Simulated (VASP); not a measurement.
**SnC3: single point with PBE**

SnC3:

```
C Sn
1.0
     1.57157    0.90735    5.20525
    -1.57157    0.90735    5.20525
     0.00000   -1.81470    5.20525
C Sn
3 1
Direct
  0.01472 0.01472 0.01472
  0.47689 0.47689 0.47689
  0.38319 0.38319 0.38319
  0.87520 0.87520 0.87520
```

```json
{
 "Program": "VASP 6.6.1",
 "Task": "single point",
 "Functional": "PBE",
 "Potentials or basis": "VASP PAW PBE potentials, release 64 (C, Sn_d)",
 "Cutoff": "520 eV",
 "k mesh": "8 × 8 × 8",
 "Occupations": "fermi-dirac, width 0.02 eV",
 "Spin": "no spin polarisation"
}
```

The pressure is 0.0 GPa, the largest force is 0.071 eV/Å and the band gap on the k mesh is zero (band 13 reaches 9.18 eV, above the bottom of band 14 at 9.11 eV).

Forces in eV/Å, atoms in the order of the input:
```
C    0.000  0.000  0.002
C    0.000  0.000  0.071
C    0.000  0.000 -0.041
Sn   0.000  0.000 -0.031
```

Levels at points of the mesh, in eV from the Fermi level:
| k point | band 11 | band 12 | band 13 | band 14 | band 15 | band 16 |
| --- | --- | --- | --- | --- | --- | --- |
| (0.00, 0.00, 0.00) | -2.54 | -0.09 | 0.05 | 0.05 | 1.85 | 3.37 |
| (0.50, 0.00, 0.00) | -5.26 | -5.14 | -2.14 | 1.18 | 3.21 | 4.51 |
| (0.50, 0.50, 0.00) | -5.44 | -2.54 | -1.29 | 0.38 | 1.07 | 3.05 |
| (0.50, 0.50, 0.50) | -3.56 | -0.45 | -0.45 | 0.10 | 2.59 | 3.82 |

It took 73 s on 1 thread of Intel(R) Xeon(R) 6975P-C (Granite Rapids) (shared host), peak memory 0.27 GiB.

Caveat: spin-orbit coupling is left out, which moves the levels of the heavy elements.
